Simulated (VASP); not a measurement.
Set up this calculation in VASP 6.6.1, as the native input.

| Property | Result |
| --- | --- |
| Task | relaxation of cell and atoms |
| Functional | PBE |
| Potentials or basis | VASP PAW PBE potentials, release 64 (Li_sv, Cl) |
| Cutoff | 600 eV |
| k mesh | 6 × 6 × 6 |
| Occupations | gaussian, width 0.1 eV |
| Spin | no spin polarisation |
| Dipole correction | no |
| Further INCAR settings | ALGO = Normal; EDIFF = 1e-07; IBRION = 2; EDIFFG = -0.04; NSW = 90; ISIF = 3 |

The structure of LiCl lies in POSCAR:

```
LiCl
1.0
    0.0000000000      2.4796039400      2.4796039400
    2.4796039400      0.0000000000      2.4796039400
    2.4796039400      2.4796039400      0.0000000000
Li Cl
1 1
Direct
    0.0000000000      0.0000000000      0.0000000000
    0.7500000000      0.7500000000      0.7500000000
```

The input as run:

INCAR

```
SYSTEM = LiCl
PREC     = Accurate       ! precision mode
ENCUT    = 600            ! plane-wave cutoff, eV
EDIFF    = 1E-7           ! SCF threshold, eV
ISMEAR   = 0              ! smearing method
SIGMA    = 0.1            ! smearing width, eV
LREAL    = .FALSE.        ! projectors in reciprocal space
LASPH    = .TRUE.         ! aspherical terms in the spheres
NELM     = 60             ! most SCF steps
ALGO     = Normal         ! electronic algorithm
ISIF     = 3              ! what is computed and relaxed
LWAVE    = .FALSE.        ! write WAVECAR
LCHARG   = .FALSE.        ! write CHGCAR
GGA      = PE             ! functional
IBRION   = 2              ! ionic algorithm
NSW      = 90             ! ionic steps
EDIFFG   = -0.04          ! ionic threshold
```

KPOINTS

```
regular mesh
0
G
  6 6 6
  0 0 0
```

Potentials or basis: VASP PAW PBE potentials, release 64 (Li_sv, Cl).

Run with:

```bash
$ cat potpaw_PBE.64/Li_sv/POTCAR potpaw_PBE.64/Cl/POTCAR > POTCAR
$ mpirun -np 1 vasp_std > vasp.out
```

It gave:

The relaxed volume is 20.76 Å³/atom and the relaxed cell is a = 3.887 Å, b = 3.887 Å, c = 3.887 Å, α = 60.00°, β = 60.00°, γ = 60.00°. The space group after relaxing (to 0.05 Å) is F-43m (No. 216) and the energy gained by relaxing is 203.0 meV/atom. The ionic steps are 4 and the pressure after relaxing is 0.1 GPa. The band gap on the k mesh is 6.00 eV, direct.

Caveat: the cutoff is under 1.25 times the usual one of these potentials, so pressure, stress and relaxed cells hold a basis-set (Pulay) error; the volume moved by over 15 % at a fixed basis, so the end points are rough.

Run time: 19 s on 1 thread of AMD EPYC 7R43 64-Core Processor (Zen 3), on a shared host, peak memory 0.11 GiB.
